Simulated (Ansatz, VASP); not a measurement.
# Two plane-wave programs on TiBe2Sb2

```
Ti Be Sb
1.0
     3.94369    0.00000    0.00000
    -1.97185    3.41534    0.00000
     0.00000    0.00000    7.49113
Ti Be Sb
1 2 2
Direct
  0.00000 0.00000 0.00000
  0.33333 0.66667 0.85293
  0.66667 0.33333 0.14707
  0.33333 0.66667 0.26853
  0.66667 0.33333 0.73147
```

Change from the starting cell: species swapped into the YAl2Ge2 type (P-3m1, No. 164).

Alike in both runs: functional PBE; k mesh 12 × 12 × 6; occupations gaussian, width 0.1 eV; collinear spin.

Ansatz relaxed the structure, and its values are those at the end. VASP's run is a single point on that final structure, the one shown.

|  | VASP | Ansatz |
| --- | --- | --- |
| version | VASP 6.6.1 | Ansatz 0.2.0 |
| potentials or method | VASP PAW PBE potentials, release 64 (Ti_sv, Be, Sb), cutoff 520 eV | scalar-relativistic, plane waves, PAW |
| valence electrons in the cell | 26 | 46 |

```csv
,VASP,Ansatz,Ansatz less VASP
gap on the k mesh at the Fermi level (eV),none,none,-
pressure (GPa),0.2,0.0,-0.20
rms of the force components (eV/Å),0.022,0.001,-0.0211
net moment per atom (μB),0.00,0.00,0.000
```

A gap of «none» marks a metal or a gap that the smearing closes. With one functional, cell and mesh, what is left measures potentials, basis and numerics. VASP's potentials hold 26 valence electrons a cell and Ansatz's 46, so a difference there can come from the potentials and not from the codes. Ansatz's warnings: seeded moment not kept.

Spin-orbit coupling is off throughout.
